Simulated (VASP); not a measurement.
# Mo: single point with r2SCAN

The system is Mo.

```
Mo
1.0
    -1.57342    1.57342    1.57342
     1.57342   -1.57342    1.57342
     1.57342    1.57342   -1.57342
Mo
1
Direct
  0.00000 0.00000 0.00000
```

| Item | Value |
| --- | --- |
| Program | VASP 6.6.1 |
| Task | single point |
| Functional | r2SCAN |
| Potentials or basis | VASP PAW PBE potentials, release 64 (Mo_sv) |
| Cutoff | 520 eV |
| k mesh | 15 × 15 × 15 |
| Occupations | fermi-dirac, width 0.05 eV |
| Spin | no spin polarisation |
| Dipole correction | no |
| Further INCAR settings | ALGO = Normal; EDIFF = 1e-07; NBANDS = 13 |

* Pressure: 2.4 GPa
* Band gap on the k mesh: zero (bands 7 and 8 overlap by 5.28 eV)

Levels at points of the mesh, in eV from the Fermi level:
```
           k point  band 5  band 6  band 7  band 8  band 9  band 10
(0.00, 0.00, 0.00)   -7.63   -1.39   -1.39   -1.39    1.96     1.96
```

Run time: 55 s on 1 thread of Intel(R) Xeon(R) 6975P-C (Granite Rapids), with other jobs on the host, peak memory 0.14 GiB.

Caveat: the PAW data sets were made with another functional, which shifts forces and pressure a little.
